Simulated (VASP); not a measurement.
# Mg3PN (Pm-3m) in VASP: settings compared, part 2 of 2

VASP 6.6.1. Earlier steps stand in the parts before.

### Step 3. Single point, PBE0

POSCAR

```
Mg3PN
1.0
    4.1515493141      0.0000000000      0.0000000000
    0.0000000000      4.1515493141      0.0000000000
    0.0000000000      0.0000000000      4.1515493141
P N Mg
1 1 3
Direct
    0.0000000000      0.0000000000      0.0000000000
    0.5000000000      0.5000000000      0.5000000000
    0.5000000000      0.5000000000      0.0000000000
    0.5000000000      0.0000000000      0.5000000000
    0.0000000000      0.5000000000      0.5000000000
```

INCAR.step1

```
PREC = Accurate
ENCUT = 520
EDIFF = 1E-5
ISMEAR = 0
SIGMA = 0.01
LREAL = F
LASPH = T
NELM = 60
ALGO = Normal
ISIF = 2
LWAVE = T
NBANDS = 16
GGA = PE
```

INCAR.step2

```
PREC = Accurate
ENCUT = 520
EDIFF = 1E-6
ISMEAR = 0
SIGMA = 0.01
LREAL = F
LASPH = T
NELM = 60
ALGO = Normal
ISIF = 2
LWAVE = F
LCHARG = T
GGA = PE
LHFCALC = T
AEXX = 0.25
PRECFOCK = Fast
LELF = T
LVHAR = T
NBANDS = 16
ISTART = 1
```

KPOINTS

```
regular mesh
0
Gamma
  4 4 4
```

Potentials or basis: VASP PAW PBE potentials, release 64 (P, N, Mg).

Run with:

```sh
$ cat potpaw_PBE.64/P/POTCAR potpaw_PBE.64/N/POTCAR potpaw_PBE.64/Mg/POTCAR > POTCAR
$ cp INCAR.step1 INCAR
$ mpirun -np 1 vasp_std > vasp.out
$ cp INCAR.step2 INCAR
$ mpirun -np 1 vasp_std > vasp.out
```

OUTCAR:

```text
PREC = Accurate
   ENCUT = 520
   EDIFF = 1E-6
   ISMEAR = 0
   LREAL = F
   LASPH = T
   NELM = 60
   ISIF = 2
   GGA = PE
   LHFCALC = T
   AEXX = 0.25
   PRECFOCK = Fast
   ISTART = 1

 ion  position               nearest neighbor table
   1  0.000  0.000  0.000-   3 2.94   4 2.94   5 2.94   4 2.94   5 2.94   3 2.94   5 2.94   5 2.94
                             3 2.94   4 2.94   4 2.94   3 2.94
   2  0.500  0.500  0.500-   3 2.08   4 2.08   5 2.08   3 2.08   4 2.08   5 2.08
   3  0.500  0.500  0.000-   2 2.08   2 2.08   4 2.94   5 2.94   1 2.94   4 2.94   5 2.94   1 2.94
                             4 2.94   4 2.94   1 2.94   5 2.94   5 2.94   1 2.94
   4  0.500  0.000  0.500-   2 2.08   2 2.08   3 2.94   5 2.94   1 2.94   3 2.94   1 2.94   3 2.94
                             5 2.94   3 2.94   1 2.94   5 2.94   1 2.94   5 2.94
   5  0.000  0.500  0.500-   2 2.08   2 2.08   3 2.94   4 2.94   1 2.94   3 2.94   1 2.94   4 2.94
                             1 2.94   1 2.94   3 2.94   4 2.94   3 2.94   4 2.94

  LATTYP: Found a simple cubic cell.
 ALAT       =     4.1515493141

  Lattice vectors:

 A1 = (   4.1515493141,   0.0000000000,   0.0000000000)
 A2 = (   0.0000000000,   4.1515493141,   0.0000000000)
 A3 = (   0.0000000000,   0.0000000000,   4.1515493141)

Analysis of symmetry for initial positions (statically):
=====================================================================
 Subroutine PRICEL returns:
 Original cell was already a primitive cell.

 Routine SETGRP: Setting up the symmetry group for a
 simple cubic supercell.

 Subroutine GETGRP returns: Found 48 space group operations
 (whereof 48 operations were pure point group operations)
 out of a pool of 48 trial point group operations.

The static configuration has the point symmetry O_h .

Analysis of symmetry for dynamics (positions and initial velocities):
=====================================================================
 Subroutine PRICEL returns:
 Original cell was already a primitive cell.

 Routine SETGRP: Setting up the symmetry group for a
 simple cubic supercell.

 Subroutine GETGRP returns: Found 48 space group operations
 (whereof 48 operations were pure point group operations)
 out of a pool of 48 trial point group operations.

The dynamic configuration has the point symmetry O_h .

 Subroutine INISYM returns: Found 48 space group operations
 (whereof 48 operations are pure point group operations),
 and found     1 'primitive' translations

----------------------------------------------------------------------------------------

                                     Primitive cell

  volume of cell :      71.5535

  direct lattice vectors                    reciprocal lattice vectors
     4.151549314  0.000000000  0.000000000     0.240873930  0.000000000  0.000000000
     0.000000000  4.151549314  0.000000000     0.000000000  0.240873930  0.000000000
     0.000000000  0.000000000  4.151549314     0.000000000  0.000000000  0.240873930

  length of vectors
     4.151549314  4.151549314  4.151549314     0.240873930  0.240873930  0.240873930

  position of ions in fractional coordinates (direct lattice)
     0.000000000  0.000000000  0.000000000
[... 52 lines left out ...]
   number of dos      NEDOS =    301   number of ions     NIONS =      5
   total plane-waves  NPLWV =  32768
   dimension x,y,z NGX =    32 NGY =   32 NGZ =   32
   dimension x,y,z NGXF=    64 NGYF=   64 NGZF=   64
   ions per type =               1   1   3
   NGX,Y,Z   is equivalent  to a cutoff of  12.81, 12.81, 12.81 a.u.
   NGXF,Y,Z  is equivalent  to a cutoff of  25.63, 25.63, 25.63 a.u.
 SYSTEM =  unknown system
   PREC   = accura    normal or accurate (medium, high low for compatibility)
   ISTART =      1    job   : 0-new  1-cont  2-samecut
   ICHARG =      0    charge: 1-file 2-atom 10-const
   ISPIN  =      1    spin polarized calculation?
   LNONCOLLINEAR =      F non collinear calculations
   LSORBIT =      F    spin-orbit coupling
   LASPH  =      T    aspherical Exc in radial PAW
   ENCUT  =  520.0 eV  38.22 Ry    6.18 a.u.   7.72  7.72  7.72*2*pi/ulx,y,z
   NELM   =     60;   NELMIN=  2; NELMDL=  0     # of ELM steps
   EDIFF  = 0.1E-05   stopping-criterion for ELM
   LREAL  =      F    real-space projection
   EDIFFG = 0.1E-04   stopping-criterion for IOM
   NSW    =      0    number of steps for IOM
   IBRION =     -1    ionic relax: 0-MD 1-quasi-New 2-CG
   NFREE  =      0    steps in history (QN), initial steepest desc. (CG)
   ISIF   =      2    stress and relaxation
   ISYM   =      3    0-nonsym 1-usesym 2-fastsym
   POTIM  = 0.5000    time-step for ionic-motion
   TEBEG  =    0.0;   TEEND  =   0.0 temperature during run
   PSTRESS=    0.0 pullay stress
   NELECT =      16.0000    total number of electrons
   NUPDOWN=      -1.0000    fix difference up-down
   EMIN   =  10.00;   EMAX   =-10.00  energy-range for DOS
   EFERMI =   0.00;   METHOD = LEGACY
   ISMEAR =     0;   SIGMA  =   0.01  broadening in eV -4-tet -1-fermi 0-gaus
   EFERMI_NEDOS =   21; number of points for ismear=-14 and -15
   IALGO  =     38    algorithm
   IMIX   =      1    mixing-type and parameters
     AMIX     =   0.40;   BMIX     =  1.00
     AMIX_MAG =   1.60;   BMIX_MAG =  1.00
  volume/ion in A,a.u.               =      14.31        96.57
  Fermi-wavevector in a.u.,A,eV,Ry     =   0.993660  1.877746 13.433860  0.987361
  Thomas-Fermi vector in A             =   2.125558
   LORBIT       =      0    0 simple, 1 ext, 2 COOP (PROOUT), +10 PAW based schemes
   GGA     = PE    functional components
   LHFCALC =     T    Hartree Fock is set to
   PRECFOCK=fast      Normal, Fast or Accurate (Low or Medium for compatibility)
   ENCUT4O =  -1.0   cutoff for four orbital integrals eV
   NKREDX  =     1    reduce k-point grid by
   NKREDY  =     1    reduce k-point grid by
   NKREDZ  =     1    reduce k-point grid by
   AEXX    =    0.2500 exact exchange contribution
   HFSCREEN=    0.0000 screening length (either q_TF or 0.3 A-1)
   HFSCREENC=   0.0000 screening length for correlation (either q_TF or 0.3 A-1)
   ENCUTFOCK=  -1.0 apply spherical cutoff to Coloumb kernel
   IVDW    =     0    specifies the selected vdW correction
   LEPSILON=     F    determine dielectric tensor
   LRPA    =     F    only Hartree local field effects (RPA)
 non-spin polarized calculation
 Gauss-broadening in eV      SIGMA  =   0.01
  energy-cutoff  :      520.00
  volume of cell :       71.55
 maximum number of plane-waves:      1956
 NGX is ok and might be reduce to    32
  NGX = 18; NGY = 18; NGZ = 18

 number of electron      16.0000001 magnetization

 Free energy of the ion-electron system (eV)
  ---------------------------------------------------
  ext. energy  EPLUGINS =         0.00000000
  ---------------------------------------------------
  free energy    TOTEN  =       -26.56809116 eV

  energy without entropy =      -26.56809116  energy(sigma->0) =      -26.56809116

 E-fermi :   3.8110     XC(G=0):  -7.9039

 val. band max:        3.7501811858   @ k =   0.0000   0.0000   0.0000
 cond. band min:       6.9560608706   @ k =   0.0000   0.0000   0.0000
 fundamental gap:      3.2058796848
 Fermi energy:         3.8109500329

 k-point     1 :       0.0000    0.0000    0.0000
  band No.  band energies     occupation
      1     -11.8656      2.00000
      2      -6.9240      2.00000
      3      -0.2375      2.00000
      4      -0.2375      2.00000
      5      -0.2375      2.00000
      6       3.7502      2.00000
[... 167 lines left out ...]
      3      -0.7464      2.00000
      4      -0.7464      2.00000
      5      -0.7464      2.00000
      6       0.1980      2.00000
[... 8 lines left out ...]
     15      14.3097      0.00000
     16      17.6478      0.00000

------------------------ aborting loop because EDIFF is reached ----------------------------------------

  FORCE on cell =-STRESS in cart. coord.  units (eV):
  Direction    XX          YY          ZZ          XY          YZ          ZX
  --------------------------------------------------------------------------------------
  -------------------------------------------------------------------------------------
  Total       -0.2442967     -0.2442967     -0.2442967      0.0000000      0.0000000     -0.0000000
  in kB       -5.4701297     -5.4701297     -5.4701297      0.0000000      0.0000000     -0.0000000
  external PRESSURE =      -5.4701297 kB  Pullay stress =       0.0000000 kB

 VOLUME and BASIS-vectors are now :
 -----------------------------------------------------------------------------
  energy-cutoff  :      520.00
  volume of cell :       71.55
      direct lattice vectors                 reciprocal lattice vectors
     4.151549314  0.000000000  0.000000000     0.240873930  0.000000000  0.000000000
     0.000000000  4.151549314  0.000000000     0.000000000  0.240873930  0.000000000
     0.000000000  0.000000000  4.151549314     0.000000000  0.000000000  0.240873930

 POSITION                                       TOTAL-FORCE (eV/Angst)
 -----------------------------------------------------------------------------------
      0.00000      0.00000      0.00000         0.000000      0.000000      0.000000
      2.07577      2.07577      2.07577         0.000000      0.000000      0.000000
      2.07577      2.07577      0.00000         0.000000      0.000000      0.000000
      2.07577      0.00000      2.07577         0.000000      0.000000      0.000000
      0.00000      2.07577      2.07577         0.000000      0.000000      0.000000
 -----------------------------------------------------------------------------------
    total drift:                               -0.000000      0.000000     -0.000000

  FREE ENERGIE OF THE ION-ELECTRON SYSTEM (eV)
  ---------------------------------------------------
  free  energy   TOTEN  =       -26.5680911569 eV

  energy  without entropy=      -26.5680911569  energy(sigma->0) =      -26.56809116
```

Run time: 5.6 min. Hardware: 1 thread of AMD EPYC 7R43 (Zen 3), shared host; peak memory 0.15 GiB.

Results:

```yaml
Free_energy: -26.5681 eV
Pressure: -0.5 GPa
Band_gap_on_the_k_mesh: 3.21 eV
```

Levels at points of the mesh, in eV from the valence-band top:
| k point | band 6 | band 7 | band 8 | band 9 | band 10 | band 11 |
| --- | --- | --- | --- | --- | --- | --- |
| (0.00, 0.00, 0.00) | 0.00 | 0.00 | 0.00 | 3.21 | 3.21 | 3.61 |
| (0.50, 0.00, 0.00) | -3.35 | -1.02 | -1.02 | 4.27 | 5.79 | 7.74 |
| (0.50, 0.50, 0.00) | -1.04 | -1.04 | -0.44 | 3.32 | 4.17 | 5.79 |
| (0.50, 0.50, 0.50) | -3.55 | -3.55 | -3.55 | 6.09 | 6.09 | 6.09 |

Caveat: the PAW data sets were made with another functional, which shifts forces and pressure a little.
